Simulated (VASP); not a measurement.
# AgI (F-43m) in VASP: notebook

AgI is run at these levels: PBE; tasks: single point.

Program: VASP 6.6.1. These are calculated values, not measurements. Logs are shortened: lines on timing, memory, paths and dates and some standing lists are left out, and cuts for length are marked.

## (1) The cell of the first run

The structure is cubic, space group F-43m (No. 216). Conventional cell: a = 6.630 Å, b = 6.630 Å, c = 6.630 Å, α = 90.00°, β = 90.00°, γ = 90.00°. Ag (site symmetry -43m) has 4 I at 2.87 Å within 3.8 Å. Within 3.8 Å of I (site symmetry -43m) lie 4 Ag at 2.87 Å.

## (2) Single point, PBE

The input, INCAR:

```
PREC = Accurate ; ENCUT = 500
EDIFF = 1E-6 ; ISMEAR = 0
SIGMA = 0.01 ; LREAL = False
LASPH = True ; NELM = 120
ALGO = Normal ; ISIF = 2
LWAVE = False ; LCHARG = True
GGA = PE ; LELF = True
LVHAR = True ; NBANDS = 16
GGA_COMPAT = False
```

The input, KPOINTS:

```
Automatic mesh
0
Gamma
  6 6 6
```

The input, POSCAR:

```
AgI
1.0
    0.0000000000      3.3148340055      3.3148340055
    3.3148340055      0.0000000000      3.3148340055
    3.3148340055      3.3148340055      0.0000000000
Ag I
1 1
Direct
    0.0000000000      0.0000000000      0.0000000000
    0.2500000000      0.2500000000      0.2500000000
```

Potentials or basis: VASP PAW PBE potentials, release 64 (Ag, I).

Command:

```console
cat potpaw_PBE.64/Ag/POTCAR potpaw_PBE.64/I/POTCAR > POTCAR
mpirun -np 1 vasp_std > vasp.out
```

OUTCAR:

```text
PREC = Accurate
   ENCUT = 500
   EDIFF = 1E-6
   ISMEAR = 0
   LREAL = False
   LASPH = True
   NELM = 120
   ISIF = 2
   GGA = PE

 ion  position               nearest neighbor table
   1  0.000  0.000  0.000-   2 2.87   2 2.87   2 2.87   2 2.87
   2  0.250  0.250  0.250-   1 2.87   1 2.87   1 2.87   1 2.87

  LATTYP: Found a face centered cubic cell.
 ALAT       =     6.6296680110

  Lattice vectors:

 A1 = (   0.0000000000,   3.3148340055,   3.3148340055)
 A2 = (   3.3148340055,   0.0000000000,   3.3148340055)
 A3 = (   3.3148340055,   3.3148340055,   0.0000000000)

Analysis of symmetry for initial positions (statically):
=====================================================================
 Subroutine PRICEL returns:
 Original cell was already a primitive cell.

 Routine SETGRP: Setting up the symmetry group for a
 face centered cubic supercell.

 Subroutine GETGRP returns: Found 24 space group operations
 (whereof 24 operations were pure point group operations)
 out of a pool of 48 trial point group operations.

The static configuration has the point symmetry T_d .

Analysis of symmetry for dynamics (positions and initial velocities):
=====================================================================
 Subroutine PRICEL returns:
 Original cell was already a primitive cell.

 Routine SETGRP: Setting up the symmetry group for a
 face centered cubic supercell.

 Subroutine GETGRP returns: Found 24 space group operations
 (whereof 24 operations were pure point group operations)
 out of a pool of 48 trial point group operations.

The dynamic configuration has the point symmetry T_d .

 Subroutine INISYM returns: Found 24 space group operations
 (whereof 24 operations are pure point group operations),
 and found     1 'primitive' translations

----------------------------------------------------------------------------------------

                                     Primitive cell

  volume of cell :      72.8476

  direct lattice vectors                    reciprocal lattice vectors
     0.000000000  3.314834005  3.314834005    -0.150837116  0.150837116  0.150837116
     3.314834005  0.000000000  3.314834005     0.150837116 -0.150837116  0.150837116
     3.314834005  3.314834005  0.000000000     0.150837116  0.150837116 -0.150837116

  length of vectors
     4.687883208  4.687883208  4.687883208     0.261257548  0.261257548  0.261257548

  position of ions in fractional coordinates (direct lattice)
     0.000000000  0.000000000  0.000000000
     0.250000000  0.250000000  0.250000000

  ion indices of the primitive-cell ions
   primitive index   ion index
                 1           1
                 2           2

----------------------------------------------------------------------------------------

 KPOINTS: Automatic mesh

Automatic generation of k-mesh.
 Grid dimensions read from file:
 generate k-points for:    6    6    6

 Generating k-lattice:

  Cartesian coordinates                     Fractional coordinates (reciprocal lattice)
    -0.025139519  0.025139519  0.025139519     0.166666667  0.000000000  0.000000000
     0.025139519 -0.025139519  0.025139519     0.000000000  0.166666667  0.000000000
     0.025139519  0.025139519 -0.025139519     0.000000000  0.000000000  0.166666667

  Length of vectors
     0.043542925  0.043542925  0.043542925

  Shift w.r.t. Gamma in fractional coordinates (k-lattice)
     0.000000000  0.000000000  0.000000000

 Subroutine IBZKPT returns following result:
 ===========================================

 Found     16 irreducible k-points:

 Following reciprocal coordinates:
            Coordinates               Weight
  0.000000  0.000000  0.000000      1.000000
  0.166667  0.000000  0.000000      8.000000
  0.333333  0.000000  0.000000      8.000000
  0.500000  0.000000  0.000000      4.000000
  0.166667  0.166667  0.000000      6.000000
  0.333333  0.166667  0.000000     24.000000
[... 8 lines left out ...]
 -0.333333  0.333333  0.166667     24.000000
 -0.333333  0.500000  0.166667     12.000000
   k-points           NKPTS =     16   k-points in BZ     NKDIM =     16   number of bands    NBANDS=     16
   number of dos      NEDOS =    301   number of ions     NIONS =      2
   total plane-waves  NPLWV =  46656
   dimension x,y,z NGX =    36 NGY =   36 NGZ =   36
   dimension x,y,z NGXF=    72 NGYF=   72 NGZF=   72
   ions per type =               1   1
   NGX,Y,Z   is equivalent  to a cutoff of  12.77, 12.77, 12.77 a.u.
   NGXF,Y,Z  is equivalent  to a cutoff of  25.53, 25.53, 25.53 a.u.
 SYSTEM =  unknown system
   PREC   = accura    normal or accurate (medium, high low for compatibility)
   ISTART =      0    job   : 0-new  1-cont  2-samecut
   ICHARG =      2    charge: 1-file 2-atom 10-const
   ISPIN  =      1    spin polarized calculation?
   LNONCOLLINEAR =      F non collinear calculations
   LSORBIT =      F    spin-orbit coupling
   LASPH  =      T    aspherical Exc in radial PAW
   ENCUT  =  500.0 eV  36.75 Ry    6.06 a.u.   8.55  8.55  8.55*2*pi/ulx,y,z
   NELM   =    120;   NELMIN=  2; NELMDL= -5     # of ELM steps
   EDIFF  = 0.1E-05   stopping-criterion for ELM
   LREAL  =      F    real-space projection
   EDIFFG = 0.1E-04   stopping-criterion for IOM
   NSW    =      0    number of steps for IOM
   IBRION =     -1    ionic relax: 0-MD 1-quasi-New 2-CG
   NFREE  =      0    steps in history (QN), initial steepest desc. (CG)
   ISIF   =      2    stress and relaxation
   ISYM   =      2    0-nonsym 1-usesym 2-fastsym
   POTIM  = 0.5000    time-step for ionic-motion
   TEBEG  =    0.0;   TEEND  =   0.0 temperature during run
   PSTRESS=    0.0 pullay stress
   NELECT =      18.0000    total number of electrons
   NUPDOWN=      -1.0000    fix difference up-down
   EMIN   =  10.00;   EMAX   =-10.00  energy-range for DOS
   EFERMI =   0.00;   METHOD = LEGACY
   ISMEAR =     0;   SIGMA  =   0.01  broadening in eV -4-tet -1-fermi 0-gaus
   EFERMI_NEDOS =   21; number of points for ismear=-14 and -15
   IALGO  =     38    algorithm
   IMIX   =      4    mixing-type and parameters
     AMIX     =   0.40;   BMIX     =  1.00
     AMIX_MAG =   1.60;   BMIX_MAG =  1.00
  volume/ion in A,a.u.               =      36.42       245.80
  Fermi-wavevector in a.u.,A,eV,Ry     =   1.027292  1.941300 14.358619  1.055329
  Thomas-Fermi vector in A             =   2.161229
   LORBIT       =      0    0 simple, 1 ext, 2 COOP (PROOUT), +10 PAW based schemes
   GGA     = PE    functional components
   LHFCALC =     F    Hartree Fock is set to
   AEXX    =    0.0000 exact exchange contribution
   IVDW    =     0    specifies the selected vdW correction
   LEPSILON=     F    determine dielectric tensor
   LRPA    =     F    only Hartree local field effects (RPA)
 non-spin polarized calculation
 Gauss-broadening in eV      SIGMA  =   0.01
  energy-cutoff  :      500.00
  volume of cell :       72.85
 maximum number of plane-waves:      1874
 NGX is ok and might be reduce to    36
   NGX = 17   NGY = 17   NGZ = 17

 number of electron      18.0000004 magnetization

 Free energy of the ion-electron system (eV)
  ---------------------------------------------------
  ext. energy  EPLUGINS =         0.00000000
  ---------------------------------------------------
  free energy    TOTEN  =        -4.79125787 eV

  energy without entropy =       -4.79125787  energy(sigma->0) =       -4.79125787

 E-fermi :   2.5596     XC(G=0):  -8.1460

 val. band max:        2.4636785429   @ k =   0.0000   0.0000   0.0000
 cond. band min:       3.8084980252   @ k =   0.0000   0.0000   0.0000
 fundamental gap:      1.3448194823
 Fermi energy:         2.5596181706

 k-point     1 :       0.0000    0.0000    0.0000
  band No.  band energies     occupation
      1     -10.0113      2.00000
      2      -1.3988      2.00000
      3      -1.3988      2.00000
      4      -1.3988      2.00000
      5      -0.3551      2.00000
      6      -0.3551      2.00000
[... 8 lines left out ...]
     15      12.4414      0.00000
     16      12.4414      0.00000

 k-point     2 :       0.1667    0.0000    0.0000
  band No.  band energies     occupation
      1      -9.9528      2.00000
      2      -1.4234      2.00000
      3      -1.3570      2.00000
      4      -1.3570      2.00000
      5      -0.3591      2.00000
      6      -0.3591      2.00000
[... 8 lines left out ...]
     15      11.7550      0.00000
     16      12.1184      0.00000

 k-point     3 :       0.3333    0.0000    0.0000
  band No.  band energies     occupation
      1      -9.8312      2.00000
      2      -1.3923      2.00000
      3      -1.2772      2.00000
      4      -1.2772      2.00000
      5      -0.3480      2.00000
      6      -0.3480      2.00000
[... 8 lines left out ...]
     15      12.0629      0.00000
     16      12.0629      0.00000

 k-point     4 :       0.5000    0.0000    0.0000
  band No.  band energies     occupation
      1      -9.7680      2.00000
      2      -1.2811      2.00000
      3      -1.2408      2.00000
      4      -1.2408      2.00000
      5      -0.3291      2.00000
      6      -0.3291      2.00000
[... 8 lines left out ...]
     15      13.2350      0.00000
     16      13.2350      0.00000

 k-point     5 :       0.1667    0.1667    0.0000
  band No.  band energies     occupation
      1      -9.9333      2.00000
      2      -1.4764      2.00000
      3      -1.3173      2.00000
      4      -1.3173      2.00000
      5      -0.3873      2.00000
      6      -0.3365      2.00000
[... 8 lines left out ...]
     15      12.5837      0.00000
     16      12.9862      0.00000

 k-point     6 :       0.3333    0.1667    0.0000
  band No.  band energies     occupation
      1      -9.8325      2.00000
      2      -1.4854      2.00000
      3      -1.2315      2.00000
      4      -1.2248      2.00000
      5      -0.3888      2.00000
      6      -0.3214      2.00000
[... 8 lines left out ...]
     15      12.7235      0.00000
     16      13.2568      0.00000

 k-point     7 :       0.5000    0.1667    0.0000
  band No.  band energies     occupation
      1      -9.7487      2.00000
      2      -1.3439      2.00000
      3      -1.1777      2.00000
      4      -1.1530      2.00000
      5      -0.3392      2.00000
      6      -0.3236      2.00000
[... 8 lines left out ...]
     15      13.1963      0.00000
     16      13.2927      0.00000

 k-point     8 :      -0.3333    0.1667    0.0000
  band No.  band energies     occupation
      1      -9.7697      2.00000
      2      -1.2860      2.00000
      3      -1.2508      2.00000
      4      -1.2187      2.00000
      5      -0.3653      2.00000
      6      -0.3320      2.00000
[... 8 lines left out ...]
     15      12.5562      0.00000
     16      13.4627      0.00000

 k-point     9 :      -0.1667    0.1667    0.0000
  band No.  band energies     occupation
      1      -9.8729      2.00000
      2      -1.4263      2.00000
      3      -1.3067      2.00000
      4      -1.2876      2.00000
      5      -0.3818      2.00000
      6      -0.3349      2.00000
[... 8 lines left out ...]
     15      12.2135      0.00000
     16      13.3246      0.00000

 k-point    10 :       0.3333    0.3333    0.0000
  band No.  band energies     occupation
      1      -9.7718      2.00000
      2      -1.5965      2.00000
      3      -1.0990      2.00000
      4      -1.0990      2.00000
      5      -0.3954      2.00000
      6      -0.2988      2.00000
[... 8 lines left out ...]
     15      12.9465      0.00000
     16      15.4574      0.00000

 k-point    11 :       0.5000    0.3333    0.0000
  band No.  band energies     occupation
      1      -9.7087      2.00000
      2      -1.5325      2.00000
      3      -1.0286      2.00000
      4      -0.9864      2.00000
      5      -0.3025      2.00000
      6      -0.2963      2.00000
[... 8 lines left out ...]
     15      13.4153      0.00000
     16      14.1951      0.00000

 k-point    12 :      -0.3333    0.3333    0.0000
  band No.  band energies     occupation
      1      -9.7080      2.00000
      2      -1.3547      2.00000
      3      -1.0971      2.00000
      4      -0.9758      2.00000
      5      -0.4179      2.00000
      6      -0.3472      2.00000
[... 8 lines left out ...]
     15      12.2407      0.00000
     16      15.1435      0.00000

 k-point    13 :       0.5000    0.5000    0.0000
  band No.  band energies     occupation
      1      -9.6881      2.00000
      2      -1.6341      2.00000
      3      -0.9382      2.00000
      4      -0.9382      2.00000
      5      -0.2799      2.00000
      6      -0.2506      2.00000
[... 8 lines left out ...]
     15      13.1943      0.00000
     16      14.1756      0.00000

 k-point    14 :       0.5000    0.3333    0.1667
  band No.  band energies     occupation
      1      -9.7501      2.00000
      2      -1.4298      2.00000
      3      -1.1799      2.00000
      4      -1.0858      2.00000
      5      -0.3614      2.00000
      6      -0.3226      2.00000
[... 8 lines left out ...]
     15      13.4291      0.00000
     16      13.9282      0.00000

 k-point    15 :      -0.3333    0.3333    0.1667
  band No.  band energies     occupation
      1      -9.7080      2.00000
      2      -1.3029      2.00000
      3      -1.1839      2.00000
      4      -0.9729      2.00000
      5      -0.4083      2.00000
      6      -0.2815      2.00000
[... 8 lines left out ...]
     15      13.2729      0.00000
     16      13.8923      0.00000

 k-point    16 :      -0.3333    0.5000    0.1667
  band No.  band energies     occupation
      1      -9.6876      2.00000
      2      -1.4437      2.00000
      3      -1.0326      2.00000
      4      -0.9429      2.00000
      5      -0.3603      2.00000
      6      -0.1418      2.00000
[... 8 lines left out ...]
     15      13.7959      0.00000
     16      14.0316      0.00000

------------------------ aborting loop because EDIFF is reached ----------------------------------------

  FORCE on cell =-STRESS in cart. coord.  units (eV):
  Direction    XX          YY          ZZ          XY          YZ          ZX
  --------------------------------------------------------------------------------------
  -------------------------------------------------------------------------------------
  Total       -0.0228498     -0.0228498     -0.0228498      0.0000000      0.0000000     -0.0000000
  in kB       -0.5025476     -0.5025476     -0.5025476      0.0000000      0.0000000     -0.0000000
  external PRESSURE =      -0.5025476 kB  Pullay stress =       0.0000000 kB

 VOLUME and BASIS-vectors are now :
 -----------------------------------------------------------------------------
  energy-cutoff  :      500.00
  volume of cell :       72.85
      direct lattice vectors                 reciprocal lattice vectors
     0.000000000  3.314834005  3.314834005    -0.150837116  0.150837116  0.150837116
     3.314834005  0.000000000  3.314834005     0.150837116 -0.150837116  0.150837116
     3.314834005  3.314834005  0.000000000     0.150837116  0.150837116 -0.150837116

 POSITION                                       TOTAL-FORCE (eV/Angst)
 -----------------------------------------------------------------------------------
      0.00000      0.00000      0.00000         0.000000      0.000000      0.000000
      1.65742      1.65742      1.65742        -0.000000     -0.000000     -0.000000
 -----------------------------------------------------------------------------------
    total drift:                                0.000000      0.000000      0.000000

  FREE ENERGIE OF THE ION-ELECTRON SYSTEM (eV)
  ---------------------------------------------------
  free  energy   TOTEN  =        -4.7912578687 eV

  energy  without entropy=       -4.7912578687  energy(sigma->0) =       -4.79125787
```

It took 19 s on 1 thread of Intel Xeon 6975P-C, shared host; peak memory 0.21 GiB.

What came out:

- Free energy: -4.7913 eV
- Pressure: -0.1 GPa
- Band gap on the k mesh: 1.34 eV, direct

Levels at points of the mesh, in eV from the valence-band top:
```
           k point  band 7  band 8  band 9  band 10  band 11  band 12
(0.00, 0.00, 0.00)    0.00    0.00    0.00     1.34     5.85     5.85
(0.50, 0.00, 0.00)   -2.70   -0.64   -0.64     2.79     6.31     6.31
(0.50, 0.50, 0.00)   -2.38   -1.59   -1.59     3.79     3.86     8.31
```

Caveat: spin-orbit coupling is left out, which moves the levels of the heavy elements. A hybrid or GW would open this gap; PBE tends to underestimate it.

(Continued in part 2 of 2.)
